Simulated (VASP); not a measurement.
Input of a VASP 6.6.1 run:

INCAR

```
SYSTEM = Ti
ALGO = Fast
EDIFF = 1E-6
EDIFFG = -0.005
ENCUT = 600
GGA = CA
IBRION = 2
ISIF = 3
ISMEAR = 0
LASPH = .TRUE.
LCHARG = .FALSE.
LREAL = .FALSE.
LWAVE = .FALSE.
NELM = 80
NSW = 70
PREC = Accurate
SIGMA = 0.1
```

The input KPOINTS:

```
k-points
0
G
  12 12 14
  0 0 0
```

POSCAR

```
Ti
1.0
    4.5797920052      0.0000000000      0.0000000000
   -2.2898960026      3.9662162205      0.0000000000
    0.0000000000      0.0000000000      2.8314061317
Ti
3
Direct
    0.0000000000      0.0000000000      0.0000000000
    0.3333333333      0.6666666667      0.5000000000
    0.6666666667      0.3333333333      0.5000000000
```

Potentials or basis: VASP PAW LDA potentials, release 64 (Ti_sv).

Command:

```console
$ cat potpaw_LDA.64/Ti_sv/POTCAR > POTCAR
$ mpirun -np 1 vasp_std > vasp.out
```

(1) What does it give for the relaxed cell?

(2) Predict the space group after relaxing (to 0.1 Å).

(3) Estimate the band gap on the k mesh.

Answers

(1) a = 4.448 Å, b = 4.448 Å, c = 2.769 Å, α = 90.00°, β = 90.00°, γ = 120.00°.

(2) P6/mmm (No. 191).

(3) zero (bands 18 and 19 overlap by 0.39 eV).
